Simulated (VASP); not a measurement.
# ReP2 (P-3m1) in VASP: notebook

The runs below take ReP2 through relaxation of shape and atoms at fixed volume, relaxation of cell and atoms, with PBEsol.

Program: VASP 6.6.1. These are calculated values, not measurements. Logs are shortened: lines on timing, memory, paths and dates and some standing lists are left out, and cuts for length are marked.

## 1. The cell of the first run

Symmetry: P-3m1, No. 164, trigonal system. The conventional cell has a = 3.005 Å, b = 3.005 Å, c = 5.035 Å, α = 90.00°, β = 90.00°, γ = 120.00°. Re (site symmetry -3m) has 6 P at 2.40 Å and 6 Re at 3.00 Å within 3.2 Å. P (site symmetry 3m) has 3 Re at 2.40 Å and 9 P at 2.43 to 3.00 Å within 3.2 Å.

## 2. Relaxation of shape and atoms at fixed volume, PBEsol (13.13 Å³/atom)

INCAR reads:

```
SYSTEM = ReP2
PREC = Accurate
ENCUT = 600
EDIFF = 1E-7
ISMEAR = 0
SIGMA = 0.05
LREAL = .FALSE.
LASPH = .TRUE.
NELM = 80
ALGO = Normal
ISIF = 4
LWAVE = .FALSE.
LCHARG = .FALSE.
GGA = PS
IBRION = 2
NSW = 60
EDIFFG = -0.01
```

KPOINTS reads:

```
regular mesh
0
G
  12 12 6
  0 0 0
```

POSCAR reads:

```
ReP2
1.0
    3.0049436927      0.0000000000      0.0000000000
   -1.5024718464      2.6023575749      0.0000000000
    0.0000000000      0.0000000000      5.0352075698
Re P
1 2
Direct
    0.0000000000      0.0000000000      0.0000000000
    0.3333333333      0.6666666667      0.3306747177
    0.6666666667      0.3333333333      0.6693252823
```

Potentials or basis: VASP PAW PBE potentials, release 64 (Re, P).

The run is started by

```sh
$ cat potpaw_PBE.64/Re/POTCAR potpaw_PBE.64/P/POTCAR > POTCAR
$ mpirun -np 1 vasp_std > vasp.out
```

OUTCAR:

```text
SYSTEM = ReP2
   PREC = Accurate
   ENCUT = 600
   EDIFF = 1E-7
   ISMEAR = 0
   LREAL = .FALSE.
   LASPH = .TRUE.
   NELM = 80
   ISIF = 4
   GGA = PS
   IBRION = 2
   NSW = 60
   EDIFFG = -0.01

 ion  position               nearest neighbor table
   1  0.000  0.000  0.000-   2 2.40   3 2.40   3 2.40   2 2.40   3 2.40   2 2.40
   2  0.333  0.667  0.331-   1 2.40   1 2.40   1 2.40   3 2.43   3 2.43   3 2.43
   3  0.667  0.333  0.669-   1 2.40   1 2.40   1 2.40   2 2.43   2 2.43   2 2.43

  LATTYP: Found a hexagonal cell.
 ALAT       =     3.0049436927
 C/A-ratio  =     1.6756412381

  Lattice vectors:

 A1 = (   3.0049436927,   0.0000000000,   0.0000000000)
 A2 = (  -1.5024718464,   2.6023575749,   0.0000000000)
 A3 = (   0.0000000000,   0.0000000000,   5.0352075698)

Analysis of symmetry for initial positions (statically):
=====================================================================
 Subroutine PRICEL returns:
 Original cell was already a primitive cell.

 Routine SETGRP: Setting up the symmetry group for a
 hexagonal supercell.

 Subroutine GETGRP returns: Found 12 space group operations
 (whereof 12 operations were pure point group operations)
 out of a pool of 24 trial point group operations.

The static configuration has the point symmetry D_3d.

Analysis of symmetry for dynamics (positions and initial velocities):
=====================================================================
 Subroutine PRICEL returns:
 Original cell was already a primitive cell.

 Routine SETGRP: Setting up the symmetry group for a
 hexagonal supercell.

 Subroutine GETGRP returns: Found 12 space group operations
 (whereof 12 operations were pure point group operations)
 out of a pool of 24 trial point group operations.

The dynamic configuration has the point symmetry D_3d.

 Subroutine INISYM returns: Found 12 space group operations
 (whereof 12 operations are pure point group operations),
 and found     1 'primitive' translations

----------------------------------------------------------------------------------------

                                     Primitive cell

  volume of cell :      39.3750

  direct lattice vectors                    reciprocal lattice vectors
     3.004943693  0.000000000  0.000000000     0.332784938  0.192133473  0.000000000
    -1.502471846  2.602357575  0.000000000     0.000000000  0.384266947  0.000000000
[... 107 lines left out ...]
     AMIX_MAG =   1.60;   BMIX_MAG =  1.00
  volume/ion in A,a.u.               =      13.13        88.57
  Fermi-wavevector in a.u.,A,eV,Ry     =   1.237326  2.338208 20.830198  1.530976
  Thomas-Fermi vector in A             =   2.371898
   LORBIT       =      0    0 simple, 1 ext, 2 COOP (PROOUT), +10 PAW based schemes
   GGA     = PS    functional components
   LHFCALC =     F    Hartree Fock is set to
   AEXX    =    0.0000 exact exchange contribution
   IVDW    =     0    specifies the selected vdW correction
   LEPSILON=     F    determine dielectric tensor
   LRPA    =     F    only Hartree local field effects (RPA)
 conjugate gradient relaxation of ions
 non-spin polarized calculation
 Gauss-broadening in eV      SIGMA  =   0.05
  energy-cutoff  :      600.00
  volume of cell :       39.38
 maximum number of plane-waves:      1344
   NGX = 13   NGY = 13   NGZ = 21

--------------------------------------- Ionic step        1  -------------------------------------------

 number of electron      17.0000002 magnetization

 Free energy of the ion-electron system (eV)
  ---------------------------------------------------
  ext. energy  EPLUGINS =         0.00000000
  ---------------------------------------------------
  free energy    TOTEN  =       -25.46141834 eV

  energy without entropy =      -25.46014320  energy(sigma->0) =      -25.46078077

------------------------ aborting loop because EDIFF is reached ----------------------------------------

  FORCE on cell =-STRESS in cart. coord.  units (eV):
  Direction    XX          YY          ZZ          XY          YZ          ZX
  --------------------------------------------------------------------------------------
  -------------------------------------------------------------------------------------
  Total        2.3992641      2.3992641      2.8157846     -0.0000000      0.0000000     -0.0000000
  in kB       97.6265517     97.6265518    114.5748571     -0.0000000      0.0000000     -0.0000000
  external PRESSURE =     103.2759869 kB  Pullay stress =       0.0000000 kB
[... 98 lines left out ...]
--------------------------------------- Ionic step        4  -------------------------------------------

 number of electron      17.0000001 magnetization

 Free energy of the ion-electron system (eV)
  ---------------------------------------------------
  ext. energy  EPLUGINS =         0.00000000
  ---------------------------------------------------
  free energy    TOTEN  =       -25.46685771 eV

  energy without entropy =      -25.46494604  energy(sigma->0) =      -25.46590187

 E-fermi :  10.7354     XC(G=0): -12.7536

 val. band max:       10.7075473377   @ k =   0.1667   0.0833   0.5000
 cond. band min:      10.7425869277   @ k =  -0.0833   0.4167   0.3333
 fundamental gap:      0.0350395900
 Fermi energy:        10.7353795096

 k-point     1 :       0.0000    0.0000    0.0000
  band No.  band energies     occupation
      1      -5.8900      2.00000
      2       0.1200      2.00000
      3       1.4845      2.00000
      4       7.2178      2.00000
      5       7.2178      2.00000
      6       8.2348      2.00000
      7       9.7054      2.00000
      8       9.7054      2.00000
      9      13.1863      0.00000
     10      13.1863      0.00000
     11      13.7762      0.00000
     12      13.7762      0.00000
[... 331 lines left out ...]
 k-point    24 :       0.0000    0.1667    0.1667
  band No.  band energies     occupation
      1      -5.1687      2.00000
      2      -0.4883      2.00000
      3       2.9897      2.00000
      4       6.4222      2.00000
      5       7.5046      2.00000
      6       7.9612      2.00000
      7       8.1671      2.00000
      8       9.3295      2.00000
      9      10.4749      2.00000
     10      12.1540      0.00000
     11      14.6613      0.00000
     12      14.6927      0.00000

 [... further k-points ...]

------------------------ aborting loop because EDIFF is reached ----------------------------------------

  FORCE on cell =-STRESS in cart. coord.  units (eV):
  Direction    XX          YY          ZZ          XY          YZ          ZX
  --------------------------------------------------------------------------------------
  -------------------------------------------------------------------------------------
  Total        2.1349689      2.1349689      2.1421628     -0.0000000      0.0000000     -0.0000000
  in kB       86.8723257     86.8723257     87.1650460     -0.0000000      0.0000000     -0.0000000
  external PRESSURE =      86.9698991 kB  Pullay stress =       0.0000000 kB
[... 18 lines left out ...]
  FREE ENERGIE OF THE ION-ELECTRON SYSTEM (eV)
  ---------------------------------------------------
  free  energy   TOTEN  =       -25.4668577100 eV

  energy  without entropy=      -25.4649460390  energy(sigma->0) =      -25.46590187

 reached required accuracy - stopping structural energy minimisation
```

It took 71 s on 1 thread of Intel Xeon Platinum 8559C (Emerald Rapids), shared host; peak memory 0.21 GiB.

What came out:

- Free energy: -25.4669 eV
- Energy gained by relaxing: 1.8 meV/atom
- Ionic steps: 4
- Pressure after relaxing: 8.7 GPa
- Band gap on the k mesh: zero (an odd number of electrons rules out a gap without spin polarisation)

Step by step:
| step | energy change (eV) | largest force (eV/Å) | pressure (GPa) | volume (Å³) |
| --- | --- | --- | --- | --- |
| 1 | 0.0000 | 0.3383 | 10.33 | 39.38 |
| 2 | -0.0049 | 0.0377 | 8.37 | 39.38 |
| 3 | -0.0052 | 0.0307 | 8.73 | 39.38 |
| 4 | -0.0054 | 0.0003 | 8.70 | 39.38 |

Final structure:
```
CELL_PARAMETERS angstrom
3.00263 0.00000 0.00000
-1.50132 2.60035 0.00000
0.00000 0.00000 5.04297
ATOMIC_POSITIONS crystal
Re 0.00000 0.00000 0.00000
P 0.33333 0.66667 0.33373
P 0.66667 0.33333 0.66627
```

Levels at points of the mesh, in eV from the Fermi level:
```csv
k point,band 4,band 5,band 6,band 7,band 8,band 9,band 10,band 11,band 12
"(0.00, 0.00, 0.00)",-3.52,-3.52,-2.50,-1.03,-1.03,2.45,2.45,3.04,3.04
"(0.50, 0.00, 0.00)",-5.61,-5.07,-3.22,-2.69,-2.10,-1.67,1.64,2.80,3.74
"(0.00, 0.00, 0.50)",-4.03,-3.39,-3.39,-1.22,-1.22,0.92,0.92,4.05,6.07
"(0.50, 0.00, 0.50)",-7.46,-4.95,-4.22,-3.79,1.16,1.48,1.69,1.71,2.98
```

Caveat: the PAW data sets were made with another functional, which shifts forces and pressure a little; spin-orbit coupling is left out, which moves the levels of the heavy elements.

## 3. Relaxation of shape and atoms at fixed volume, PBEsol (13.40 Å³/atom)

This run uses another cell than the first one, of 13.40 Å³/atom.

INCAR reads:

```
SYSTEM = ReP2
PREC = Accurate ; ENCUT = 600
EDIFF = 1E-6 ; ISMEAR = 0
SIGMA = 0.05 ; LREAL = .FALSE.
LASPH = .TRUE. ; NELM = 100
ALGO = Normal ; ISIF = 4
LWAVE = .FALSE. ; LCHARG = .FALSE.
GGA = PS ; IBRION = 2
NSW = 60 ; EDIFFG = -0.01
```

KPOINTS reads:

```
Automatic mesh
0
G
  12 12 6
  0 0 0
```

POSCAR reads:

```
ReP2
1.0
    3.0279031990      0.0000000000      0.0000000000
   -1.5139515995      2.6222410905      0.0000000000
    0.0000000000      0.0000000000      5.0624520711
Re P
1 2
Direct
    0.0000000000      0.0000000000      0.0000000000
    0.3333333333      0.6666666667      0.3284640864
    0.6666666667      0.3333333333      0.6715359136
```

Potentials or basis: VASP PAW PBE potentials, release 64 (Re, P).

The run is started by

```sh
$ cat potpaw_PBE.64/Re/POTCAR potpaw_PBE.64/P/POTCAR > POTCAR
$ mpirun -np 1 vasp_std > vasp.out
```

It took 61 s on 1 thread of Intel Xeon Platinum 8559C (Emerald Rapids), shared host; peak memory 0.2 GiB.

Results (log left out):

```yaml
Free_energy: -25.5003 eV
Energy_gained_by_relaxing: 1.7 meV/atom
Ionic_steps: 4
Pressure_after_relaxing: 4.4 GPa
Band_gap_on_the_k_mesh: zero (an odd number of electrons rules out a gap without spin polarisation)
```

The path:
```
step  energy change (eV)  largest force (eV/Å)  pressure (GPa)  volume (Å³)
   1              0.0000                0.3331            6.02        40.20
   2             -0.0047                0.0363            4.14        40.20
   3             -0.0050                0.0303            4.48        40.20
   4             -0.0052                0.0018            4.42        40.20
```

Final structure:
```
Re P
1.0
     3.02596    0.00000    0.00000
    -1.51298    2.62055    0.00000
     0.00000    0.00000    5.06897
Re P
1 2
Direct
  0.00000 0.00000 0.00000
  0.33333 0.66667 0.33147
  0.66667 0.33333 0.66853
```

Levels at points of the mesh, in eV from the Fermi level:
```
           k point  band 6  band 7  band 8  band 9  band 10  band 11
(0.00, 0.00, 0.00)   -2.39   -1.04   -1.04    2.53     2.53     2.97
(0.50, 0.00, 0.00)   -3.20   -2.68   -1.99   -1.61     1.55     2.72
(0.00, 0.00, 0.50)   -3.36   -1.22   -1.22    0.96     0.96     3.80
(0.50, 0.00, 0.50)   -4.14   -3.66    1.12    1.48     1.59     1.70
```

Caveat: the PAW data sets were made with another functional, which shifts forces and pressure a little; spin-orbit coupling is left out, which moves the levels of the heavy elements.

## 4. Relaxation of cell and atoms, PBEsol

This run uses another cell than the first one, of 13.95 Å³/atom.

INCAR reads:

```
PREC     = Accurate       # precision mode
ENCUT    = 600            # plane-wave cutoff, eV
EDIFF    = 1E-6           # SCF threshold, eV
ISMEAR   = 0              # smearing method
SIGMA    = 0.05           # smearing width, eV
LREAL    = F              # projectors in reciprocal space
LASPH    = T              # aspherical terms in the spheres
NELM     = 100            # most SCF steps
ALGO     = Normal         # electronic algorithm
ISIF     = 3              # what is computed and relaxed
LWAVE    = F              # write WAVECAR
LCHARG   = F              # write CHGCAR
GGA      = PS             # functional
IBRION   = 2              # ionic algorithm
NSW      = 80             # ionic steps
EDIFFG   = -0.01          # ionic threshold
```

KPOINTS reads:

```
Automatic mesh
0
Gamma
  12 12 6
```

POSCAR reads:

```
ReP2
1.0
    3.1055917044      0.0000000000      0.0000000000
   -1.5527958522      2.6895213098      0.0000000000
    0.0000000000      0.0000000000      5.0099639759
Re P
1 2
Direct
    0.0000000000      0.0000000000      0.0000000000
    0.3333333333      0.6666666667      0.2520000000
    0.6666666667      0.3333333333      0.7480000000
```

The run is started by

```sh
$ cat potpaw_PBE.64/Re/POTCAR potpaw_PBE.64/P/POTCAR > POTCAR
$ mpirun -np 1 vasp_std > vasp.out
```

Wall time 7.7 min (1 thread of Intel Xeon Platinum 8559C (Emerald Rapids), shared host); peak memory 0.25 GiB.

Results (log left out):

```
Free energy                           : -25.5135 eV
Relaxed volume                        : 13.72 Å³/atom
Relaxed cell                          : a = 3.052 Å, b = 3.052 Å, c = 5.102 Å, α = 90.00°, β = 90.00°, γ = 120.00°
Space group after relaxing (to 0.1 Å) : P-3m1 (No. 164)
Pressure after relaxing               : 0.0 GPa
Band gap on the k mesh                : zero (an odd number of electrons rules out a gap without spin polarisation)
```

Final structure:
```cif
data_structure
_symmetry_space_group_name_H-M 'P 1'
_symmetry_Int_Tables_number 1
_cell_length_a 3.0522
_cell_length_b 3.0522
_cell_length_c 5.1018
_cell_angle_alpha 90.000
_cell_angle_beta 90.000
_cell_angle_gamma 120.000
_cell_volume 41.16
loop_
_atom_site_label
_atom_site_type_symbol
_atom_site_fract_x
_atom_site_fract_y
_atom_site_fract_z
_atom_site_occupancy
Re1 Re 0.00000 0.00000 0.00000 1
P1 P 0.33333 0.66667 0.32880 1
P2 P 0.66667 0.33333 0.67120 1
```

Levels at points of the mesh, in eV from the Fermi level:
| k point | band 6 | band 7 | band 8 | band 9 | band 10 | band 11 |
| --- | --- | --- | --- | --- | --- | --- |
| (0.00, 0.00, 0.00) | -2.29 | -1.06 | -1.06 | 2.60 | 2.60 | 2.87 |
| (0.50, 0.00, 0.00) | -3.20 | -2.70 | -1.88 | -1.56 | 1.44 | 2.60 |
| (0.00, 0.00, 0.50) | -3.36 | -1.22 | -1.22 | 0.98 | 0.98 | 3.50 |
| (0.50, 0.00, 0.50) | -4.08 | -3.54 | 1.05 | 1.40 | 1.47 | 1.75 |

Caveat: the PAW data sets were made with another functional, which shifts forces and pressure a little; spin-orbit coupling is left out, which moves the levels of the heavy elements.

## 5. The runs side by side

```csv
task,cell,gap on the mesh (eV),pressure (GPa)
relaxation of shape and atoms at fixed volume,"relaxed from a = 3.005, b = 3.005, c = 5.035 Å, angles 90.0, 90.0, 120.0°, 3 atoms, atomic positions A",none,8.7
relaxation of shape and atoms at fixed volume,"relaxed from a = 3.028, b = 3.028, c = 5.062 Å, angles 90.0, 90.0, 120.0°, 3 atoms, atomic positions A",none,4.4
relaxation of cell and atoms,"relaxed from a = 3.106, b = 3.106, c = 5.010 Å, angles 90.0, 90.0, 120.0°, 3 atoms, atomic positions B",none,0.0
```

Alike in all rows: level PBEsol; potentials or basis VASP PAW PBE potentials, release 64 (Re, P); no spin polarisation; k mesh 12 × 12 × 6; cutoff (eV) 600; smearing gaussian 0.05 eV.

Caveats: the PAW data sets were made with another functional, which shifts forces and pressure a little; spin-orbit coupling is left out, which moves the levels of the heavy elements.

Absolute energies hang on the potentials; compare differences alone.
